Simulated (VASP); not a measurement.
Runs of VASP 6.6.1 on Ba. The structure is that of space group Im-3m (No. 229), or close to it. The cells are those of the table. 

```tsv
task	level	potentials or basis	cell	k mesh	cutoff (eV)	smearing	gap on the mesh (eV)	pressure (GPa)
single point	PBE	VASP PAW PBE potentials, release 64 (Ba_sv)	a = 4.488 Å, angles 109.5°, 1 atom	10 × 10 × 10	500	gaussian 0.1 eV	none	-0.7
single point	PBE	VASP PAW PBE potentials, release 64 (Ba_sv)	a = 4.348 Å, angles 109.5°, 1 atom	18 × 18 × 18	520	gaussian 0.15 eV	none	0.1
single point	PBE	VASP PAW PBE potentials, release 64 (Ba_sv)	a = 4.348 Å, angles 109.5°, 1 atom	12 × 12 × 12	520	gaussian 0.1 eV	none	0.1
single point	PBE	VASP PAW PBE potentials, release 64 (Ba_sv)	a = 4.262 Å, angles 109.5°, 1 atom	12 × 12 × 12	520	gaussian 0.1 eV	none	(a)
relaxation of cell and atoms	PBE	VASP PAW PBE potentials, release 64 (Ba_sv)	relaxed from a = 4.330 Å, angles 109.5°, 1 atom	12 × 12 × 12	600	gaussian 0.1 eV	none	0.0
single point	LDA	VASP PAW LDA potentials, release 64 (Ba_sv)	a = 4.159 Å, angles 109.5°, 1 atom	12 × 12 × 12	500	gaussian 0.1 eV	none	-0.2
single point	PBEsol	VASP PAW PBE potentials, release 64 (Ba_sv)	a = 4.478 Å, angles 109.5°, 1 atom	12 × 12 × 12	500	gaussian 0.1 eV	none	-1.2
```

Alike in all rows: no spin polarisation.

**Question.** Fill in the values left out.

**Answer.** (a) 0.6.

Caveats: spin-orbit coupling is left out, which moves the levels of the heavy elements; the PAW data sets were made with another functional, which shifts forces and pressure a little (some runs).

A k mesh can miss the band edges, and the runs leave out spin-orbit coupling on Ba.

A gap of «none» marks levels without a gap at the run's occupations.
